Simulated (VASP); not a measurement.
A run of VASP 6.6.1 is set up as follows.

Contents of INCAR:

```
SYSTEM = GaSb3
  PREC = Accurate
  ENCUT = 600
  EDIFF = 1E-6
  ISMEAR = 0
  SIGMA = 0.1
  LREAL = .FALSE.
  LASPH = .TRUE.
  NELM = 60
  ALGO = Normal
  ISIF = 3
  LWAVE = .FALSE.
  LCHARG = .FALSE.
  GGA = PS
  IVDW = 12
  IBRION = 2
  NSW = 100
  EDIFFG = -0.005
```

The input KPOINTS:

```
regular mesh
0
G
  10 10 10
  0 0 0
```

The input POSCAR:

```
GaSb3
1.0
    0.0000000000      3.5855047185      3.5855047185
    3.5855047185      0.0000000000      3.5855047185
    3.5855047185      3.5855047185      0.0000000000
Ga Sb
1 3
Direct
    0.0000000000      0.0000000000      0.0000000000
    0.2500000000      0.2500000000      0.2500000000
    0.7500000000      0.7500000000      0.7500000000
    0.5000000000      0.5000000000      0.5000000000
```

Potentials or basis: VASP PAW PBE potentials, release 64 (Ga_d, Sb).

Launch:

```console
$ cat potpaw_PBE.64/Ga_d/POTCAR potpaw_PBE.64/Sb/POTCAR > POTCAR
$ mpirun -np 1 vasp_std > vasp.out
```

Problem. What does it give for the dispersion energy per atom?

Solution. -0.492 eV.

Problem. Predict the relaxed volume.

Solution. 23.09 Å³/atom.

Problem. What does it give for the space group after relaxing (to 0.05 Å)?

Solution. Fm-3m (No. 225).

Problem. Estimate the relaxed cell.

Solution. a = 5.074 Å, b = 5.074 Å, c = 5.074 Å, α = 60.00°, β = 60.00°, γ = 60.00°.

Final structure:
```
Ga Sb
1.0
     0.00000    3.58769    3.58769
     3.58769    0.00000    3.58769
     3.58769    3.58769    0.00000
Ga Sb
1 3
Direct
  0.00000 0.00000 0.00000
  0.25000 0.25000 0.25000
  0.75000 0.75000 0.75000
  0.50000 0.50000 0.50000
```

Caveat: the PAW data sets were made with another functional, which shifts forces and pressure a little.
